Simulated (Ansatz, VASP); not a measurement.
**Two plane-wave programs on As**

INCAR

```
PREC     = Accurate       # precision mode
ENCUT    = 600            # plane-wave cutoff, eV
EDIFF    = 1E-6           # SCF threshold, eV
ISMEAR   = 0              # smearing method
SIGMA    = 0.1            # smearing width, eV
LREAL    = False          # projectors in reciprocal space
LASPH    = True           # aspherical terms in the spheres
NELM     = 120            # most SCF steps
ALGO     = Normal         # electronic algorithm
ISIF     = 2              # what is computed and relaxed
LWAVE    = False          # write WAVECAR
LCHARG   = False          # write CHGCAR
GGA      = PE             # functional
NBANDS   = 22             # bands
GGA_COMPAT= False
```

Contents of KPOINTS:

```
Automatic mesh
0
Gamma
  3 3 3
```

File POSCAR:

```
As
1.0
    1.8797494575      1.0852738553      3.4857700000
   -1.8797494575      1.0852738553      3.4857700000
    0.0000000000     -2.1705477106      3.4857700000
As
2
Direct
    0.2275400000      0.2275400000      0.2275400000
    0.7724600000      0.7724600000      0.7724600000
```

Input for Ansatz:

```yaml
crystal:
  lattice:
    - [1.8797494575, 1.0852738553, 3.48577]
    - [-1.8797494575, 1.0852738553, 3.48577]
    - [0.0, -2.1705477106, 3.48577]
  atoms:
    - { symbol: As, position: [0.22754, 0.22754, 0.22754] }
    - { symbol: As, position: [0.77246, 0.77246, 0.77246] }
basis:
  ecutwfc: 420
kpoints:
  mp_grid: { grid: [3, 3, 3] }
hamiltonian:
  xc: pbe
scf:
  occupations: { method: gaussian, width: 0.1 }
  lower_state_search: "off"
  n_extra_bands: 5
  mixing: { algorithm: anderson, beta: 0.16 }
  max_iter: 58
output:
  forces: true
  stress: true
  eigenvalues: true
```

Alike in both runs: task single point; functional PBE; k mesh 3 × 3 × 3; occupations gaussian, width 0.1 eV; no spin polarisation.

|  | VASP | Ansatz |
| --- | --- | --- |
| version | VASP 6.6.1 | Ansatz 0.2.0 |
| potentials or method | VASP PAW PBE potentials, release 64 (As_d), cutoff 600 eV | scalar-relativistic, plane waves, PAW |
| valence electrons in the cell | 30 | 30 |

|  | VASP | Ansatz | Ansatz less VASP |
| --- | --- | --- | --- |
| gap on the k mesh at the Fermi level (eV) | 1.33 | 1.33 | -0.002 |
| least direct gap on the mesh (eV) | 1.78 | 1.78 | 0.000 |
| pressure (GPa) | 4.4 | 4.3 | -0.08 |
| traceless stress, the component that is largest in VASP (GPa) | -4.61 | -4.59 | +0.012 |
| rms of the force components (eV/Å) | 0.071 | 0.075 | +0.0037 |

Atom by atom the forces differ by 0.004 eV/Å (rms over components).

The k mesh is coarse, so the values compare programs but aren't converged.
